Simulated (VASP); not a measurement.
CoSi16 (a cell with a defect): single point with LDA

CoSi16 (a cell with a defect):

```xyz
17
Lattice="0.0000 5.4300 5.4300 5.4300 0.0000 5.4300 5.4300 5.4300 0.0000" Properties=species:S:1:pos:R:3 pbc="T T T"
Si   -0.0073    0.0000    0.0011
Si    1.3485    1.3661    1.3653
Si    2.7177    2.7207    0.0027
Si    4.0808    4.0641    1.3701
Si    2.7171    0.0023    2.7190
Si    4.0796    1.3674    4.0647
Si    5.4319    2.7212    2.7234
Si    6.7851    4.0698    4.0691
Si   -0.0002    2.7144    2.7139
Si    1.3463    4.0632    4.0639
Si    2.7141    5.4314    2.7128
Si    4.0826    6.7971    4.0647
Si    2.7135    2.7110    5.4319
Si    4.0823    4.0643    6.7959
Si    5.4374    5.4339    5.4337
Si    6.7770    6.8009    6.8023
Co    8.1472    5.4392    5.4424
```

```yaml
Program: VASP 6.6.1
Task: single point
Functional: LDA
Potentials_or_basis: VASP PAW LDA potentials, release 64 (Si, Co)
Cutoff: 520 eV
k_mesh: 2 × 2 × 2
Occupations: gaussian, width 0.05 eV
Spin: collinear spin, ferromagnetic start
Starting_moments: "[0.0, 0.0, 0.0, 0.0, 0.0, 0.0, 0.0, 0.0, 0.0, 0.0, 0.0, 0.0, 0.0, 0.0, 0.0, 0.0, 1.0] μB"
Dipole_correction: no
Further_INCAR_settings: LREAL = Auto; ALGO = Normal; EDIFF = 1e-06; NBANDS = 54
```

```json
{
 "Pressure": "-2.0 GPa",
 "Largest force": "0.120 eV/Å",
 "Net moment": "-0.38 μB per cell",
 "Site moments": "Si -0.00, -0.01 (each value once); Co -0.19 μB",
 "Valence electrons inside the program's atomic spheres": "Si 1.69, 1.70, 1.71, 1.72 (each value once); Co 8.38"
}
```

Forces on the atoms (eV/Å):
```
Si  -0.055  0.004  0.007
Si  -0.018  0.012  0.010
Si   0.002  0.052  0.010
Si   0.068 -0.075  0.059
Si   0.001  0.006  0.050
Si   0.066  0.060 -0.077
Si   0.000  0.004  0.005
Si  -0.064 -0.071 -0.073
Si   0.002  0.005  0.007
Si  -0.016 -0.018 -0.018
Si  -0.001  0.005 -0.059
Si   0.016  0.011 -0.019
Si  -0.001 -0.056  0.008
Si   0.016 -0.019  0.010
Si   0.053  0.009  0.011
Si  -0.071  0.064  0.062
Co   0.002  0.004  0.006
```

Levels at points of the mesh, in eV from the Fermi level:
Spin up:
```tsv
k point	band 33	band 34	band 35	band 36	band 37	band 38	band 39	band 40
(0.00, 0.00, 0.00)	-0.28	-0.04	-0.03	-0.03	0.06	0.06	0.63	0.64
(0.50, 0.00, 0.00)	-1.10	-0.60	-0.59	-0.04	-0.04	0.74	1.25	1.33
(0.00, 0.50, 0.00)	-1.10	-0.60	-0.58	-0.04	-0.04	0.74	1.24	1.33
(0.00, 0.00, 0.50)	-1.10	-0.60	-0.58	-0.04	-0.04	0.74	1.24	1.33
(0.50, 0.50, 0.50)	-1.10	-0.59	-0.59	-0.04	-0.04	0.75	1.23	1.34
(0.50, 0.50, 0.00)	-1.39	-0.85	-0.66	-0.65	0.19	0.82	1.29	2.04
(0.00, 0.50, 0.50)	-1.39	-0.85	-0.66	-0.65	0.19	0.82	1.29	2.04
(0.50, 0.00, 0.50)	-1.39	-0.85	-0.66	-0.65	0.19	0.82	1.29	2.04
```
Spin down:
```csv
k point,band 34,band 35,band 36,band 37,band 38,band 39,band 40,band 41
"(0.00, 0.00, 0.00)",-0.06,-0.05,-0.05,-0.03,-0.03,0.59,0.59,0.78
"(0.50, 0.00, 0.00)",-0.67,-0.66,-0.13,-0.12,0.72,1.23,1.32,1.32
"(0.00, 0.50, 0.00)",-0.67,-0.66,-0.13,-0.12,0.72,1.23,1.32,1.32
"(0.00, 0.00, 0.50)",-0.67,-0.66,-0.13,-0.12,0.72,1.23,1.32,1.32
"(0.50, 0.50, 0.50)",-0.67,-0.66,-0.12,-0.12,0.73,1.22,1.32,1.32
"(0.50, 0.50, 0.00)",-1.00,-0.75,-0.74,0.07,0.79,1.26,2.03,2.03
"(0.00, 0.50, 0.50)",-1.00,-0.74,-0.74,0.06,0.79,1.26,2.03,2.03
"(0.50, 0.00, 0.50)",-1.00,-0.75,-0.74,0.06,0.79,1.26,2.03,2.03
```

Run time: 12 min on 1 thread of AMD EPYC 9R45 96-Core Processor (Zen 5), with other jobs on the host, peak memory 0.47 GiB.

Caveat: the k points lie up to 0.50 Å⁻¹ apart.
